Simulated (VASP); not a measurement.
# PtSe2 (P-3m1) in VASP: a series of runs

The runs below take PtSe2 through single point, with r2SCAN.

All numbers are computed with VASP 6.6.1; they aren't measurements. Logs are shortened: lines on timing, memory, paths and dates and some standing lists are left out, and cuts for length are marked.

## (1) The cell of the first run

It takes space group P-3m1 (No. 164, trigonal). Conventional cell: a = 3.815 Å, b = 3.815 Å, c = 5.186 Å, α = 90.00°, β = 90.00°, γ = 120.00°. Within 3.4 Å of Pt (site symmetry -3m) lie 6 Se at 2.56 Å. Within 3.5 Å of Se (site symmetry 3m) lie 3 Pt at 2.56 Å and 6 Se at 3.40 Å.

## (2) Single point, r2SCAN

Input file POSCAR:

```
PtSe2
1.0
    3.8148648822      0.0000000000      0.0000000000
   -1.9074324411      3.3037703060      0.0000000000
    0.0000000000      0.0000000000      5.1855118243
Pt Se
1 2
Direct
    0.0000000000      0.0000000000      0.0000000000
    0.3333333333      0.6666666667      0.2500000000
    0.6666666667      0.3333333333      0.7500000000
```

Input file INCAR.step1:

```
SYSTEM = PtSe2
PREC = Accurate
ENCUT = 520
ISMEAR = -1
SIGMA = 0.1
LREAL = .False.
LASPH = .True.
NELM = 60
NBANDS = 18
GGA = PE
ALGO = Normal
EDIFF = 1E-4
LWAVE = .True.
LCHARG = .False.
```

Input file INCAR.step2:

```
SYSTEM = PtSe2
PREC = Accurate
ENCUT = 520
EDIFF = 1E-6
ISMEAR = -1
SIGMA = 0.1
LREAL = .False.
LASPH = .True.
NELM = 60
ALGO = Normal
ISIF = 2
LWAVE = .False.
LCHARG = .True.
METAGGA = R2SCAN
LMIXTAU = .True.
LELF = .True.
LVHAR = .True.
NBANDS = 18
ISTART = 1
```

Input file KPOINTS:

```
regular mesh
0
Gamma
  9 9 6
  0 0 0
```

Potentials or basis: VASP PAW PBE potentials, release 64 (Pt, Se).

The run is started by

```console
$ cat potpaw_PBE.64/Pt/POTCAR potpaw_PBE.64/Se/POTCAR > POTCAR
$ cp INCAR.step1 INCAR
$ mpirun -np 1 vasp_std > vasp.out
$ cp INCAR.step2 INCAR
$ mpirun -np 1 vasp_std > vasp.out
```

OUTCAR:

```text
SYSTEM = PtSe2
   PREC = Accurate
   ENCUT = 520
   EDIFF = 1E-6
   ISMEAR = -1
   LREAL = .False.
   LASPH = .True.
   NELM = 60
   ISIF = 2
   METAGGA = R2SCAN
   ISTART = 1

 ion  position               nearest neighbor table
   1  0.000  0.000  0.000-   2 2.56   3 2.56   3 2.56   2 2.56   3 2.56   2 2.56
   2  0.333  0.667  0.250-   1 2.56   1 2.56   1 2.56
   3  0.667  0.333  0.750-   1 2.56   1 2.56   1 2.56

  LATTYP: Found a hexagonal cell.
 ALAT       =     3.8148648822
 C/A-ratio  =     1.3592910849

  Lattice vectors:

 A1 = (   3.8148648822,   0.0000000000,   0.0000000000)
 A2 = (  -1.9074324411,   3.3037703060,   0.0000000000)
 A3 = (   0.0000000000,   0.0000000000,   5.1855118243)

Analysis of symmetry for initial positions (statically):
=====================================================================
 Subroutine PRICEL returns:
 Original cell was already a primitive cell.

 Routine SETGRP: Setting up the symmetry group for a
 hexagonal supercell.

 Subroutine GETGRP returns: Found 12 space group operations
 (whereof 12 operations were pure point group operations)
 out of a pool of 24 trial point group operations.

The static configuration has the point symmetry D_3d.

Analysis of symmetry for dynamics (positions and initial velocities):
=====================================================================
 Subroutine PRICEL returns:
 Original cell was already a primitive cell.

 Routine SETGRP: Setting up the symmetry group for a
 hexagonal supercell.

 Subroutine GETGRP returns: Found 12 space group operations
 (whereof 12 operations were pure point group operations)
 out of a pool of 24 trial point group operations.

The dynamic configuration has the point symmetry D_3d.

 Subroutine INISYM returns: Found 12 space group operations
 (whereof 12 operations are pure point group operations),
 and found     1 'primitive' translations

----------------------------------------------------------------------------------------

                                     Primitive cell

  volume of cell :      65.3553

  direct lattice vectors                    reciprocal lattice vectors
     3.814864882  0.000000000  0.000000000     0.262132482  0.151342240  0.000000000
    -1.907432441  3.303770306  0.000000000     0.000000000  0.302684481  0.000000000
     0.000000000  0.000000000  5.185511824     0.000000000  0.000000000  0.192844995

  length of vectors
     3.814864882  3.814865234  5.185511824     0.302684509  0.302684481  0.192844995

  position of ions in fractional coordinates (direct lattice)
     0.000000000  0.000000000  0.000000000
     0.333333333  0.666666667  0.250000000
     0.666666667  0.333333333  0.750000000

  ion indices of the primitive-cell ions
   primitive index   ion index
                 1           1
                 2           2
                 3           3

----------------------------------------------------------------------------------------

 KPOINTS: regular mesh

Automatic generation of k-mesh.
 Grid dimensions read from file:
 generate k-points for:    9    9    6

 Generating k-lattice:

  Cartesian coordinates                     Fractional coordinates (reciprocal lattice)
     0.029125831  0.016815804  0.000000000     0.111111111  0.000000000  0.000000000
     0.000000000  0.033631609  0.000000000     0.000000000  0.111111111  0.000000000
     0.000000000  0.000000000  0.032140832     0.000000000  0.000000000  0.166666667

  Length of vectors
     0.033631612  0.033631609  0.032140832

  Shift w.r.t. Gamma in fractional coordinates (k-lattice)
     0.000000000  0.000000000  0.000000000

 Subroutine IBZKPT returns following result:
 ===========================================

 Found     62 irreducible k-points:

 Following reciprocal coordinates:
            Coordinates               Weight
  0.000000  0.000000  0.000000      1.000000
  0.111111  0.000000  0.000000      6.000000
  0.222222  0.000000  0.000000      6.000000
  0.333333 -0.000000  0.000000      6.000000
  0.444444  0.000000  0.000000      6.000000
  0.111111  0.111111  0.000000      6.000000
[... 16 lines left out ...]
  0.222222  0.111111  0.166667     12.000000
 -0.111111  0.333333  0.166667     12.000000
 [... further k-points ...]
   k-points           NKPTS =     62   k-points in BZ     NKDIM =     62   number of bands    NBANDS=     18
   number of dos      NEDOS =    301   number of ions     NIONS =      3
   total plane-waves  NPLWV =  31360
   dimension x,y,z NGX =    28 NGY =   28 NGZ =   40
   dimension x,y,z NGXF=    56 NGYF=   56 NGZF=   80
   ions per type =               1   2
   NGX,Y,Z   is equivalent  to a cutoff of  12.20, 12.20, 12.82 a.u.
   NGXF,Y,Z  is equivalent  to a cutoff of  24.40, 24.40, 25.65 a.u.
 SYSTEM =  PtSe2
   PREC   = accura    normal or accurate (medium, high low for compatibility)
   ISTART =      1    job   : 0-new  1-cont  2-samecut
   ICHARG =      0    charge: 1-file 2-atom 10-const
   ISPIN  =      1    spin polarized calculation?
   LNONCOLLINEAR =      F non collinear calculations
   LSORBIT =      F    spin-orbit coupling
   LASPH  =      T    aspherical Exc in radial PAW
   ENCUT  =  520.0 eV  38.22 Ry    6.18 a.u.   7.09  7.09  9.64*2*pi/ulx,y,z
   NELM   =     60;   NELMIN=  2; NELMDL=  0     # of ELM steps
   EDIFF  = 0.1E-05   stopping-criterion for ELM
   LREAL  =      F    real-space projection
   EDIFFG = 0.1E-04   stopping-criterion for IOM
   NSW    =      0    number of steps for IOM
   IBRION =     -1    ionic relax: 0-MD 1-quasi-New 2-CG
   NFREE  =      0    steps in history (QN), initial steepest desc. (CG)
   ISIF   =      2    stress and relaxation
   ISYM   =      2    0-nonsym 1-usesym 2-fastsym
   POTIM  = 0.5000    time-step for ionic-motion
   TEBEG  =    0.0;   TEEND  =   0.0 temperature during run
   PSTRESS=    0.0 pullay stress
   NELECT =      22.0000    total number of electrons
   NUPDOWN=      -1.0000    fix difference up-down
   EMIN   =  10.00;   EMAX   =-10.00  energy-range for DOS
   EFERMI =   0.00;   METHOD = LEGACY
   ISMEAR =    -1;   SIGMA  =   0.10  broadening in eV -4-tet -1-fermi 0-gaus
   EFERMI_NEDOS =   21; number of points for ismear=-14 and -15
   IALGO  =     38    algorithm
   IMIX   =      4    mixing-type and parameters
     AMIX     =   0.40;   BMIX     =  1.00
     AMIX_MAG =   1.60;   BMIX_MAG =  1.00
  volume/ion in A,a.u.               =      21.79       147.01
  Fermi-wavevector in a.u.,A,eV,Ry     =   1.138821  2.152060 17.645580  1.296914
  Thomas-Fermi vector in A             =   2.275525
   LORBIT       =      0    0 simple, 1 ext, 2 COOP (PROOUT), +10 PAW based schemes
   METAGGA = R2SCAN    functional components
   LHFCALC =     F    Hartree Fock is set to
   AEXX    =    0.0000 exact exchange contribution
   IVDW    =     0    specifies the selected vdW correction
   LEPSILON=     F    determine dielectric tensor
   LRPA    =     F    only Hartree local field effects (RPA)
 non-spin polarized calculation
  energy-cutoff  :      520.00
  volume of cell :       65.36
 maximum number of plane-waves:      1782
   NGX = 15   NGY = 15   NGZ = 19

 number of electron      22.0000002 magnetization

 Free energy of the ion-electron system (eV)
  ---------------------------------------------------
  ext. energy  EPLUGINS =         0.00000000
  ---------------------------------------------------
  free energy    TOTEN  =       -81.43804644 eV

  energy without entropy =      -81.42123519  energy(sigma->0) =      -81.42964082

 E-fermi :   5.3549     XC(G=0): -10.8874

 val. band max:        5.3085384967   @ k =   0.1111   0.0000   0.0000
 cond. band min:       5.3739201519   @ k =   0.0000   0.1111   0.1667
 fundamental gap:      0.0653816552
 Fermi energy:         5.3549427340

 k-point     1 :       0.0000    0.0000    0.0000
  band No.  band energies     occupation
      1     -10.3316      2.00000
      2      -7.8078      2.00000
      3      -1.4828      2.00000
      4      -0.8123      2.00000
      5      -0.8123      2.00000
      6       1.5153      2.00000
[... 10 lines left out ...]
     17      13.0879      0.00000
     18      17.5395      0.00000

 k-point     2 :       0.1111    0.0000    0.0000
  band No.  band energies     occupation
      1     -10.2043      2.00000
      2      -7.8584      2.00000
      3      -1.3265      2.00000
      4      -0.7284      2.00000
      5      -0.7199      2.00000
      6       1.3388      2.00000
[... 10 lines left out ...]
     17      13.4953      0.00000
     18      15.8417      0.00000

 k-point     3 :       0.2222    0.0000    0.0000
  band No.  band energies     occupation
      1      -9.8481      2.00000
      2      -7.9943      2.00000
      3      -0.9245      2.00000
      4      -0.5134      2.00000
      5      -0.4287      2.00000
      6       0.6030      2.00000
[... 10 lines left out ...]
     17      14.1281      0.00000
     18      14.3091      0.00000

 k-point     4 :       0.3333   -0.0000    0.0000
  band No.  band energies     occupation
      1      -9.3458      2.00000
      2      -8.1876      2.00000
      3      -0.9170      2.00000
      4      -0.2905      2.00000
      5      -0.0734      2.00000
      6       0.2444      2.00000
[... 375 lines left out ...]
      4      -0.5887      2.00000
      5      -0.3128      2.00000
      6       0.9516      2.00000
[... 10 lines left out ...]
     17      13.9135      0.00000
     18      14.3019      0.00000

 k-point    23 :       0.2222    0.1111    0.1667
  band No.  band energies     occupation
      1      -9.4422      2.00000
      2      -8.2345      2.00000
      3      -0.6756      2.00000
      4      -0.4253      2.00000
      5      -0.2517      2.00000
      6       0.5393      2.00000
[... 10 lines left out ...]
     17      13.9635      0.00000
     18      14.6608      0.00000

 k-point    24 :      -0.1111    0.3333    0.1667
  band No.  band energies     occupation
      1      -9.4705      2.00000
      2      -8.1803      2.00000
      3      -0.9918      2.00000
      4      -0.4928      2.00000
      5      -0.1158      2.00000
      6       0.3653      2.00000
[... 10 lines left out ...]
     17      13.6182      0.00000
     18      15.3585      0.00000

 [... further k-points ...]

------------------------ aborting loop because EDIFF is reached ----------------------------------------

  FORCE on cell =-STRESS in cart. coord.  units (eV):
  Direction    XX          YY          ZZ          XY          YZ          ZX
  --------------------------------------------------------------------------------------
  -------------------------------------------------------------------------------------
  Total       -2.0001515     -2.0001520     -0.8429564      0.0000000      0.0000000      0.0000000
  in kB      -49.0334937    -49.0335058    -20.6649843      0.0000000      0.0000000      0.0000000
  external PRESSURE =     -39.5773279 kB  Pullay stress =       0.0000000 kB

 VOLUME and BASIS-vectors are now :
 -----------------------------------------------------------------------------
  energy-cutoff  :      520.00
  volume of cell :       65.36
      direct lattice vectors                 reciprocal lattice vectors
     3.814864882  0.000000000  0.000000000     0.262132482  0.151342240  0.000000000
    -1.907432441  3.303770306  0.000000000     0.000000000  0.302684481  0.000000000
     0.000000000  0.000000000  5.185511824     0.000000000  0.000000000  0.192844995

 POSITION                                       TOTAL-FORCE (eV/Angst)
 -----------------------------------------------------------------------------------
      0.00000      0.00000      0.00000        -0.000000     -0.000000      0.000000
     -0.00000      2.20251      1.29638         0.000000     -0.000000     -0.426876
      1.90743      1.10126      3.88913        -0.000000      0.000000      0.426876
 -----------------------------------------------------------------------------------
    total drift:                               -0.000000     -0.000000     -0.000000

  FREE ENERGIE OF THE ION-ELECTRON SYSTEM (eV)
  ---------------------------------------------------
  free  energy   TOTEN  =       -81.4380464417 eV

  energy  without entropy=      -81.4212351904  energy(sigma->0) =      -81.42964082
```

It took 5.3 min on 1 thread of Intel Xeon 8259CL, shared host; peak memory 0.23 GiB.

Results:

| Quantity | Value |
| --- | --- |
| Free energy | -81.4380 eV |
| Pressure | -4.0 GPa |
| Largest force | 0.427 eV/Å |
| Band gap on the k mesh | zero (bands 11 and 12 overlap by 0.23 eV) |

Forces in eV/Å, atoms in the order of the input:
```
Pt   0.000  0.000  0.000
Se   0.000  0.000 -0.427
Se   0.000  0.000  0.427
```

Stress tensor (GPa, compression positive):
```
-4.90  0.00  0.00
 0.00 -4.90  0.00
 0.00  0.00 -2.07
```

Caveat: the cell stands under tension; the PAW data sets were made with another functional, which shifts forces and pressure a little; spin-orbit coupling is left out, which moves the levels of the heavy elements.

(Continued in part 2 of 2.)

The gap in the log of VASP goes by the Fermi energy; the results here count the filled bands.